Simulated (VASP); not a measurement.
# Ni (Fm-3m) in VASP: further runs

The runs below take Ni through single point, with PBEsol.

All numbers are computed with VASP 6.6.1; they aren't measurements. Logs are shortened: lines on timing, memory, paths and dates and some standing lists are left out, and cuts for length are marked.

## (1) The cell of the first run

Symmetry: Fm-3m, No. 225, cubic system. Conventional cell: a = 2.985 Å, b = 2.985 Å, c = 2.985 Å, α = 90.00°, β = 90.00°, γ = 90.00°. Within 2.8 Å of Ni (site symmetry m-3m) lie 12 Ni at 2.11 Å.

## (2) Single point, PBEsol, collinear spin, ferromagnetic start (volume scaled by 0.64)

INCAR

```
SYSTEM = Ni
PREC = Accurate
ENCUT = 520
EDIFF = 1E-7
ISMEAR = -1
SIGMA = 0.05
LREAL = .False.
LASPH = .True.
NELM = 150
ALGO = Normal
ISIF = 2
LWAVE = .False.
LCHARG = .False.
ISPIN = 2
MAGMOM = 1
LORBIT = 11
LMAXMIX = 4
GGA = PS
NBANDS = 15
```

KPOINTS

```
regular mesh
0
Gamma
  20 20 20
  0 0 0
```

POSCAR

```
Ni
1.0
    0.0000000000      1.4922572382      1.4922572382
    1.4922572382      0.0000000000      1.4922572382
    1.4922572382      1.4922572382      0.0000000000
Ni
1
Direct
    0.0000000000      0.0000000000      0.0000000000
```

Potentials or basis: VASP PAW PBE potentials, release 64 (Ni).

Run with:

```sh
$ cat potpaw_PBE.64/Ni/POTCAR > POTCAR
$ mpirun -np 1 vasp_std > vasp.out
```

OUTCAR:

```text
SYSTEM = Ni
   PREC = Accurate
   ENCUT = 520
   EDIFF = 1E-7
   ISMEAR = -1
   LREAL = .False.
   LASPH = .True.
   NELM = 150
   ISIF = 2
   ISPIN = 2
   LORBIT = 11
   GGA = PS

 ion  position               nearest neighbor table
   1  0.000  0.000  0.000-

  LATTYP: Found a face centered cubic cell.
 ALAT       =     2.9845144764

  Lattice vectors:

 A1 = (   0.0000000000,   1.4922572382,   1.4922572382)
 A2 = (   1.4922572382,   0.0000000000,   1.4922572382)
 A3 = (   1.4922572382,   1.4922572382,   0.0000000000)

Analysis of symmetry for initial positions (statically):
=====================================================================
 Subroutine PRICEL returns:
 Original cell was already a primitive cell.

 Routine SETGRP: Setting up the symmetry group for a
 face centered cubic supercell.

 Subroutine GETGRP returns: Found 48 space group operations
 (whereof 48 operations were pure point group operations)
 out of a pool of 48 trial point group operations.

The static configuration has the point symmetry O_h .

Analysis of symmetry for dynamics (positions and initial velocities):
=====================================================================
 Subroutine PRICEL returns:
 Original cell was already a primitive cell.

 Routine SETGRP: Setting up the symmetry group for a
 face centered cubic supercell.

 Subroutine GETGRP returns: Found 48 space group operations
 (whereof 48 operations were pure point group operations)
 out of a pool of 48 trial point group operations.

The dynamic configuration has the point symmetry O_h .

Analysis of structural, dynamic, and magnetic symmetry:
=====================================================================
 Subroutine PRICEL returns:
 Original cell was already a primitive cell.

 Routine SETGRP: Setting up the symmetry group for a
 face centered cubic supercell.

 Subroutine GETGRP returns: Found 48 space group operations
 (whereof 48 operations were pure point group operations)
 out of a pool of 48 trial point group operations.

The overall configuration has the point symmetry O_h .

 Subroutine INISYM returns: Found 48 space group operations
 (whereof 48 operations are pure point group operations),
 and found     1 'primitive' translations

----------------------------------------------------------------------------------------

                                     Primitive cell

  volume of cell :       6.6460

  direct lattice vectors                    reciprocal lattice vectors
     0.000000000  1.492257238  1.492257238    -0.335062875  0.335062875  0.335062875
     1.492257238  0.000000000  1.492257238     0.335062875 -0.335062875  0.335062875
     1.492257238  1.492257238  0.000000000     0.335062875  0.335062875 -0.335062875

  length of vectors
     2.110370425  2.110370425  2.110370425     0.580345923  0.580345923  0.580345923

  position of ions in fractional coordinates (direct lattice)
     0.000000000  0.000000000  0.000000000

  ion indices of the primitive-cell ions
   primitive index   ion index
                 1           1

----------------------------------------------------------------------------------------

 KPOINTS: regular mesh

Automatic generation of k-mesh.
 Grid dimensions read from file:
 generate k-points for:   20   20   20

 Generating k-lattice:

  Cartesian coordinates                     Fractional coordinates (reciprocal lattice)
    -0.016753144  0.016753144  0.016753144     0.050000000  0.000000000  0.000000000
     0.016753144 -0.016753144  0.016753144     0.000000000  0.050000000  0.000000000
     0.016753144  0.016753144 -0.016753144     0.000000000  0.000000000  0.050000000

  Length of vectors
     0.029017296  0.029017296  0.029017296

  Shift w.r.t. Gamma in fractional coordinates (k-lattice)
     0.000000000  0.000000000  0.000000000

 Subroutine IBZKPT returns following result:
 ===========================================

 Found    256 irreducible k-points:

 Following reciprocal coordinates:
            Coordinates               Weight
  0.000000  0.000000  0.000000      1.000000
  0.050000  0.000000  0.000000      8.000000
  0.100000  0.000000  0.000000      8.000000
  0.150000  0.000000  0.000000      8.000000
  0.200000  0.000000  0.000000      8.000000
  0.250000  0.000000  0.000000      8.000000
[... 16 lines left out ...]
 -0.400000  0.050000  0.000000     24.000000
 -0.350000  0.050000  0.000000     24.000000
 [... further k-points ...]
   k-points           NKPTS =    256   k-points in BZ     NKDIM =    256   number of bands    NBANDS=     15
   number of dos      NEDOS =    301   number of ions     NIONS =      1
   total plane-waves  NPLWV =   4096
   dimension x,y,z NGX =    16 NGY =   16 NGZ =   16
   dimension x,y,z NGXF=    32 NGYF=   32 NGZF=   32
   ions per type =               1
   NGX,Y,Z   is equivalent  to a cutoff of  12.60, 12.60, 12.60 a.u.
   NGXF,Y,Z  is equivalent  to a cutoff of  25.21, 25.21, 25.21 a.u.
 SYSTEM =  Ni
   PREC   = accura    normal or accurate (medium, high low for compatibility)
   ISTART =      0    job   : 0-new  1-cont  2-samecut
   ICHARG =      2    charge: 1-file 2-atom 10-const
   ISPIN  =      2    spin polarized calculation?
   LNONCOLLINEAR =      F non collinear calculations
   LSORBIT =      F    spin-orbit coupling
   LASPH  =      T    aspherical Exc in radial PAW
   ENCUT  =  520.0 eV  38.22 Ry    6.18 a.u.   3.92  3.92  3.92*2*pi/ulx,y,z
   NELM   =    150;   NELMIN=  2; NELMDL= -5     # of ELM steps
   EDIFF  = 0.1E-06   stopping-criterion for ELM
   LREAL  =      F    real-space projection
   EDIFFG = 0.1E-05   stopping-criterion for IOM
   NSW    =      0    number of steps for IOM
   IBRION =     -1    ionic relax: 0-MD 1-quasi-New 2-CG
   NFREE  =      0    steps in history (QN), initial steepest desc. (CG)
   ISIF   =      2    stress and relaxation
   ISYM   =      2    0-nonsym 1-usesym 2-fastsym
   POTIM  = 0.5000    time-step for ionic-motion
   TEBEG  =    0.0;   TEEND  =   0.0 temperature during run
   PSTRESS=    0.0 pullay stress
   NELECT =      10.0000    total number of electrons
   NUPDOWN=      -1.0000    fix difference up-down
   EMIN   =  10.00;   EMAX   =-10.00  energy-range for DOS
   EFERMI =   0.00;   METHOD = LEGACY
   ISMEAR =    -1;   SIGMA  =   0.05  broadening in eV -4-tet -1-fermi 0-gaus
   EFERMI_NEDOS =   21; number of points for ismear=-14 and -15
   IALGO  =     38    algorithm
   IMIX   =      4    mixing-type and parameters
     AMIX     =   0.40;   BMIX     =  1.00
     AMIX_MAG =   1.60;   BMIX_MAG =  1.00
  volume/ion in A,a.u.               =       6.65        44.85
  Fermi-wavevector in a.u.,A,eV,Ry     =   1.875949  3.545030 47.881438  3.519186
  Thomas-Fermi vector in A             =   2.920549
   LORBIT       =     11    0 simple, 1 ext, 2 COOP (PROOUT), +10 PAW based schemes
   GGA     = PS    functional components
   LHFCALC =     F    Hartree Fock is set to
   AEXX    =    0.0000 exact exchange contribution
   IVDW    =     0    specifies the selected vdW correction
   LEPSILON=     F    determine dielectric tensor
   LRPA    =     F    only Hartree local field effects (RPA)
 spin polarized calculation
  energy-cutoff  :      520.00
  volume of cell :        6.65
 maximum number of plane-waves:       190
   NGX =  7   NGY =  7   NGZ =  7

 number of electron      10.0000006 magnetization       0.4268112

 Free energy of the ion-electron system (eV)
  ---------------------------------------------------
  ext. energy  EPLUGINS =         0.00000000
  ---------------------------------------------------
  free energy    TOTEN  =        -3.88637586 eV

  energy without entropy =       -3.87546219  energy(sigma->0) =       -3.88091902

 E-fermi :  18.3743     XC(G=0): -16.6352

 val. band max:       18.3618328454   @ k =  -0.4500   0.2000   0.1000
 cond. band min:      18.3774955164   @ k =  -0.4500   0.5000   0.0500
 fundamental gap:      0.0156626711
 Fermi energy:        18.3743062770

 spin component 1

 k-point     1 :       0.0000    0.0000    0.0000
  band No.  band energies     occupation
      1       5.3654      1.00000
      2      14.1785      1.00000
      3      14.1785      1.00000
      4      14.1785      1.00000
      5      16.5495      1.00000
      6      16.5495      1.00000
      7      45.8246      0.00000
      8      53.8669      0.00000
      9      53.8669      0.00000
     10      53.8669      0.00000
     11      60.2955      0.00000
     12      60.7661      0.00000
     13      60.7661      0.00000
     14      60.7661      0.00000
     15      62.9648      0.00000
[... 397 lines left out ...]
 k-point    24 :      -0.3500    0.0500    0.0000
  band No.  band energies     occupation
      1       9.8190      1.00000
      2      14.2280      1.00000
      3      14.3459      1.00000
      4      14.7151      1.00000
      5      17.3150      1.00000
      6      18.0138      0.99926
      7      32.6015      0.00000
      8      44.6933      0.00000
      9      51.0423      0.00000
     10      54.5691      0.00000
     11      56.0423      0.00000
     12      58.0066      0.00000
     13      61.8261      0.00000
     14      65.5570      0.00000
     15      74.0684      0.00000

 [... further k-points ...]

 spin component 2

 k-point     1 :       0.0000    0.0000    0.0000
  band No.  band energies     occupation
      1       5.3877      1.00000
      2      14.6764      1.00000
      3      14.6764      1.00000
      4      14.6764      1.00000
      5      16.9707      1.00000
      6      16.9707      1.00000
      7      45.7972      0.00000
      8      53.8648      0.00000
      9      53.8648      0.00000
     10      53.8648      0.00000
     11      60.4459      0.00000
     12      60.8958      0.00000
     13      60.8958      0.00000
     14      60.8958      0.00000
     15      63.8833      0.00000
[... 397 lines left out ...]
 k-point    24 :      -0.3500    0.0500    0.0000
  band No.  band energies     occupation
      1      10.0392      1.00000
      2      14.6392      1.00000
      3      14.7717      1.00000
      4      14.9351      1.00000
      5      17.8239      0.99998
      6      18.4988      0.07652
      7      32.8458      0.00000
      8      44.6872      0.00000
      9      51.1396      0.00000
     10      54.6698      0.00000
     11      56.1251      0.00000
     12      58.0837      0.00000
     13      62.7133      0.00000
     14      65.8093      0.00000
     15      74.2072      0.00000

 [... further k-points ...]
[... 5 lines left out ...]
  --------------------------------------------------------------------------------------
  -------------------------------------------------------------------------------------
  Total       12.2997671     12.2997671     12.2997671      0.0000000      0.0000000     -0.0000000
  in kB     2965.1481235   2965.1481235   2965.1481235      0.0000000      0.0000000     -0.0000000
  external PRESSURE =    2965.1481235 kB  Pullay stress =       0.0000000 kB

 VOLUME and BASIS-vectors are now :
 -----------------------------------------------------------------------------
  energy-cutoff  :      520.00
  volume of cell :        6.65
      direct lattice vectors                 reciprocal lattice vectors
     0.000000000  1.492257238  1.492257238    -0.335062875  0.335062875  0.335062875
     1.492257238  0.000000000  1.492257238     0.335062875 -0.335062875  0.335062875
     1.492257238  1.492257238  0.000000000     0.335062875  0.335062875 -0.335062875

 POSITION                                       TOTAL-FORCE (eV/Angst)
 -----------------------------------------------------------------------------------
      0.00000      0.00000      0.00000         0.000000     -0.000000     -0.000000
 -----------------------------------------------------------------------------------
    total drift:                                0.000000      0.000000     -0.000000

  FREE ENERGIE OF THE ION-ELECTRON SYSTEM (eV)
  ---------------------------------------------------
  free  energy   TOTEN  =        -3.8863758556 eV

  energy  without entropy=       -3.8754621891  energy(sigma->0) =       -3.88091902

 total charge

# of ion       s       p       d       tot
------------------------------------------
    1        0.796   1.148   8.830  10.774

 magnetization (x)

# of ion       s       p       d       tot
------------------------------------------
    1       -0.007  -0.023   0.433   0.403
```

Run time: 15 s. Hardware: 1 thread of Intel Xeon 6975P-C (Granite Rapids), shared host; peak memory 0.15 GiB.

What came out:

| Quantity | Value |
| --- | --- |
| Free energy | -3.8864 eV |
| Pressure | 296.5 GPa |
| Net moment | 0.43 μB per cell |
| Site moments | Ni +0.40 μB |

Caveat: the PAW data sets were made with another functional, which shifts forces and pressure a little.

## (3) Single point, PBEsol, collinear spin, ferromagnetic start (volume scaled by 0.72)

INCAR

```
SYSTEM = Ni
ALGO = Normal
EDIFF = 1E-6
ENCUT = 520
GGA = PS
ISIF = 2
ISMEAR = -1
ISPIN = 2
LASPH = .True.
LCHARG = .False.
LMAXMIX = 4
LORBIT = 11
LREAL = .False.
LWAVE = .False.
MAGMOM = 1
NBANDS = 15
NELM = 150
PREC = Accurate
SIGMA = 0.05
```

KPOINTS

```
k-points
0
Gamma
  20 20 20
  0 0 0
```

POSCAR

```
Ni
1.0
    0.0000000000      1.5520100705      1.5520100705
    1.5520100705      0.0000000000      1.5520100705
    1.5520100705      1.5520100705      0.0000000000
Ni
1
Direct
    0.0000000000      0.0000000000      0.0000000000
```

Potentials or basis: VASP PAW PBE potentials, release 64 (Ni).

Run with:

```sh
$ cat potpaw_PBE.64/Ni/POTCAR > POTCAR
$ mpirun -np 1 vasp_std > vasp.out
```

Wall time 18 s (1 thread of Intel Xeon 6975P-C (Granite Rapids), shared host); peak memory 0.15 GiB.

It converged, with:

* Free energy: -5.0524 eV
* Pressure: 165.0 GPa
* Net moment: 0.49 μB per cell
* Site moments: Ni +0.47 μB

Levels at points of the mesh, in eV from the Fermi level:
Spin up:
| k point | band 2 | band 3 | band 4 | band 5 | band 6 | band 7 | band 8 | band 9 |
| --- | --- | --- | --- | --- | --- | --- | --- | --- |
| (0.00, 0.00, 0.00) | -3.64 | -3.64 | -3.64 | -1.64 | -1.64 | 26.68 | 33.64 | 33.64 |
| (0.50, 0.00, 0.00) | -3.70 | -3.70 | -1.04 | -0.40 | -0.40 | 9.00 | 25.00 | 31.77 |
| (0.50, 0.50, 0.00) | -6.78 | -0.37 | -0.11 | -0.11 | 2.79 | 13.13 | 18.66 | 18.66 |
Spin down:
| k point | band 1 | band 2 | band 3 | band 4 | band 5 | band 6 | band 7 | band 8 | band 9 | band 10 |
| --- | --- | --- | --- | --- | --- | --- | --- | --- | --- | --- |
| (0.00, 0.00, 0.00) | -11.97 | -3.07 | -3.07 | -3.07 | -1.16 | -1.16 | 26.63 | 33.64 | 33.64 | 33.64 |
| (0.50, 0.00, 0.00) | -7.10 | -3.22 | -3.22 | -1.03 | 0.20 | 0.20 | 9.37 | 24.95 | 31.86 | 31.86 |
| (0.50, 0.50, 0.00) | -7.34 | -6.33 | 0.13 | 0.57 | 0.57 | 2.82 | 13.38 | 18.70 | 18.70 | 25.48 |

Caveat: the PAW data sets were made with another functional, which shifts forces and pressure a little.

(Part 1 of 2 ends here.)
